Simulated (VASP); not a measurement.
Set up this calculation in VASP 6.6.1, as the native input.

* Task: single point
* Functional: PBE
* Potentials or basis: VASP PAW PBE potentials, release 64 (Pt_sv_GW, F)
* Cutoff: 700 eV
* k mesh: 12 × 12 × 10
* Occupations: gaussian, width 0.1 eV
* Spin: no spin polarisation
* Dipole correction: no
* Further INCAR settings: ALGO = Normal; EDIFF = 1e-06; NBANDS = 36

The structure of Pt2F3 lies in POSCAR:

```
Pt2F3
1.0
    4.5665426079      0.0000000000      0.0000000000
   -2.2832713040      3.9547419059      0.0000000000
    0.0000000000      0.0000000000      4.0550602484
Pt F
2 3
Direct
    0.3333333333      0.6666666667      0.0000000000
    0.6666666667      0.3333333333      0.0000000000
    0.0000000000      0.0000000000      0.0000000000
    0.3333333333      0.6666666667      0.5000000000
    0.6666666667      0.3333333333      0.5000000000
```

These files were run (other wordings do the same):

INCAR

```
SYSTEM = Pt2F3
ALGO     = Normal         ! electronic algorithm
EDIFF    = 1E-6           ! SCF threshold, eV
ENCUT    = 700            ! plane-wave cutoff, eV
GGA      = PE             ! functional
GGA_COMPAT= .False.      
ISIF     = 2              ! what is computed and relaxed
ISMEAR   = 0              ! smearing method
LASPH    = .True.         ! aspherical terms in the spheres
LCHARG   = .True.         ! write CHGCAR
LELF     = .True.         ! ELF
LREAL    = .False.        ! projectors in reciprocal space
LVHAR    = .True.       
LWAVE    = .False.        ! write WAVECAR
NBANDS   = 36             ! bands
NELM     = 120            ! most SCF steps
PREC     = Accurate       ! precision mode
SIGMA    = 0.1            ! smearing width, eV
```

KPOINTS

```
k-points
0
Gamma
  12 12 10
  0 0 0
```

Potentials or basis: VASP PAW PBE potentials, release 64 (Pt_sv_GW, F).

Command:

```sh
$ cat potpaw_PBE.64/Pt_sv_GW/POTCAR potpaw_PBE.64/F/POTCAR > POTCAR
$ mpirun -np 1 vasp_std > vasp.out
```

It gave:

The pressure is -0.3 GPa. The band gap on the k mesh is zero (an odd number of electrons rules out a gap without spin polarisation).

Caveat: spin-orbit coupling is left out, which moves the levels of the heavy elements; an odd number of electrons without spin polarisation forces a metal; a magnetic or distorted state may lie lower.

It took 6.4 min on 1 thread of Intel(R) Xeon(R) Platinum 8259CL CPU @ 2.50GHz (Skylake/Cascade Lake) (shared host), peak memory 0.51 GiB.
